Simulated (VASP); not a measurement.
AlN: single point with PBE

AlN:

```xyz
2
Lattice="0.0000 2.1849 2.1849 2.1746 0.0000 2.1849 2.1746 2.1849 0.0000" Properties=species:S:1:pos:R:3 pbc="T T T"
Al    0.0000    0.0000    0.0000
N     1.0873    1.0924    1.0924
```

This cell differs from its parent crystal: uniaxial x strain -0.5%.

- Program: VASP 6.6.1
- Task: single point
- Functional: PBE
- Potentials or basis: VASP PAW PBE potentials, release 64 (Al, N)
- Cutoff: 520 eV
- k mesh: 10 × 10 × 10
- Occupations: fermi-dirac, width 0.02 eV
- Spin: no spin polarisation
- Dipole correction: no
- Further INCAR settings: ALGO = Normal; EDIFF = 1e-06; NBANDS = 11

```json
{
 "Pressure": "5.3 GPa",
 "Band gap on the k mesh": "3.29 eV, indirect (least direct gap 4.21 eV)"
}
```

Stress tensor (GPa, compression positive):
```
5.73 0.00 0.00
0.00 5.13 0.00
0.00 0.00 5.13
```

Levels at points of the mesh, in eV from the valence-band top:
| k point | band 1 | band 2 | band 3 | band 4 | band 5 | band 6 | band 7 | band 8 |
| --- | --- | --- | --- | --- | --- | --- | --- | --- |
| (0.00, 0.00, 0.00) | -15.01 | -0.02 | -0.02 | 0.00 | 4.21 | 12.58 | 12.58 | 12.58 |
| (0.50, 0.00, 0.00) | -12.96 | -5.88 | -0.51 | -0.47 | 7.40 | 9.88 | 11.11 | 11.20 |
| (0.50, 0.50, 0.00) | -12.32 | -4.94 | -1.78 | -1.78 | 3.31 | 8.65 | 13.96 | 15.71 |
| (0.00, 0.50, 0.50) | -12.30 | -4.90 | -1.82 | -1.82 | 3.29 | 8.57 | 14.05 | 15.74 |

It took 8.5 s on 1 thread of Intel(R) Xeon(R) Platinum 8488C (Sapphire Rapids), on a shared host, peak memory 0.15 GiB.

Caveat: the cell differs from its parent crystal (uniaxial x strain -0.5%). A k mesh can miss the band edges.
